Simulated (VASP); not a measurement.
Ir:

```xyz
2
Lattice="2.7721 0.0000 0.0000 -1.3861 2.4008 0.0000 0.0000 0.0000 4.4945" Properties=species:S:1:pos:R:3 pbc="T T T"
Ir    1.3861    0.8003    3.3709
Ir    0.0000    1.6005    1.1236
```

Base run:

| Item | Value |
| --- | --- |
| Program | VASP 6.6.1 |
| Functional | PBEsol |
| Potentials or basis | VASP PAW PBE potentials, release 64 (Ir) |
| Cutoff | 520 eV |
| k mesh | 21 × 21 × 12 |
| Occupations | gaussian, width 0.15 eV |
| Spin | collinear spin, ferromagnetic start |
| Starting moments | [0.3, 0.3] μB |
| Fixed moment | 0.6 μB |

Its results: pressure -17.8 GPa; site moments Ir +0.29 μB.

Problem. The run is repeated on the same cell with these changes: fixed moment from 0.6 μB to 1.4 μB; moments at the start from [0.3, 0.3] to [0.7, 0.7]. What comes out?

Solution. Pressure -14.9 GPa; site moments Ir +0.69 μB.

Caveats: the PAW data sets were made with another functional, which shifts forces and pressure a little; the total moment is fixed, so each spin has its own Fermi level.
